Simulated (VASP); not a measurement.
Input of a VASP 6.6.1 run:

The input INCAR:

```
ALGO = Normal
DIPOL = 0.5 0.5 0.500
EDIFF = 1E-7
EDIFFG = -0.03
ENCUT = 520
GGA = PE
IBRION = 2
IDIPOL = 3
ISIF = 2
ISMEAR = 0
LASPH = True
LCHARG = False
LDIPOL = True
LREAL = False
LWAVE = False
NELM = 60
NSW = 70
PREC = Accurate
SIGMA = 0.1
```

File KPOINTS:

```
k-points
0
Gamma
  10 10 1
```

File POSCAR:

```
Nb
1.0
    2.9829001615      0.0000000000      0.0000000000
    0.0000000000      2.9829001615      0.0000000000
    0.0000000000      0.0000000000     18.2184578637
Nb
3
Selective dynamics
Direct
    0.5000000000      0.5000000000      0.3842257151  F F F
    0.0000000000      0.0000000000      0.5000000000  T T T
    0.5000000000      0.5000000000      0.6157742849  T T T
```

Potentials or basis: VASP PAW PBE potentials, release 64 (Nb_sv).

Run with:

```bash
$ cat potpaw_PBE.64/Nb_sv/POTCAR > POTCAR
$ mpirun -np 1 vasp_std > vasp.out
```

Predict the band gap on the k mesh.

zero (an odd number of electrons rules out a gap without spin polarisation).

Estimate the energy gained by relaxing.

0.1 meV/atom.

Final structure:
```xyz
3
Lattice="2.9829 0.0000 0.0000 0.0000 2.9829 0.0000 0.0000 0.0000 18.2185" Properties=species:S:1:pos:R:3 pbc="T T T"
Nb    1.4915    1.4915    7.0000
Nb    0.0000    0.0000    9.1092
Nb    1.4915    1.4915   11.2265
```
